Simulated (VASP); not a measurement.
Write the native input for VASP 6.6.1 that does the following.

```yaml
Task: relaxation of cell and atoms
Functional: PBE
Potentials_or_basis: VASP PAW PBE potentials, release 64 (Al, Os)
Cutoff: 600 eV
k_mesh: 12 × 12 × 12
Occupations: gaussian, width 0.1 eV
Spin: no spin polarisation
Dipole_correction: no
Further_INCAR_settings: ALGO = Normal; EDIFF = 1e-06; IBRION = 2; EDIFFG = -0.01; NSW = 100; ISIF = 3
```

The structure of Al3Os lies in POSCAR:

```
Al3Os
1.0
    3.8699803316      0.0000000000      0.0000000000
    0.0000000000      3.8699803316      0.0000000000
    0.0000000000      0.0000000000      3.8699803316
Al Os
3 1
Direct
    0.0000000000      0.5000000000      0.5000000000
    0.5000000000      0.0000000000      0.5000000000
    0.5000000000      0.5000000000      0.0000000000
    0.0000000000      0.0000000000      0.0000000000
```

These files were run (other wordings do the same):

INCAR

```
  PREC = Accurate
  ENCUT = 600
  EDIFF = 1E-6
  ISMEAR = 0
  SIGMA = 0.1
  LREAL = False
  LASPH = True
  NELM = 60
  ALGO = Normal
  ISIF = 3
  LWAVE = False
  LCHARG = False
  GGA = PE
  IBRION = 2
  NSW = 100
  EDIFFG = -0.01
```

KPOINTS

```
Automatic mesh
0
Gamma
  12 12 12
```

Potentials or basis: VASP PAW PBE potentials, release 64 (Al, Os).

Command:

```sh
$ cat potpaw_PBE.64/Al/POTCAR potpaw_PBE.64/Os/POTCAR > POTCAR
$ mpirun -np 1 vasp_std > vasp.out
```

Results of the run:

```json
{
 "Relaxed volume": "14.52 Å³/atom",
 "Relaxed cell": "a = 3.873 Å, b = 3.873 Å, c = 3.873 Å, α = 90.00°, β = 90.00°, γ = 90.00°",
 "Space group after relaxing (to 0.05 Å)": "Pm-3m (No. 221)",
 "Energy gained by relaxing": "0.0 meV/atom",
 "Ionic steps": "3",
 "Pressure after relaxing": "0.0 GPa"
}
```

Wall time 2.2 min on 1 thread of Intel Xeon 8259CL, on a shared host, peak memory 0.24 GiB.
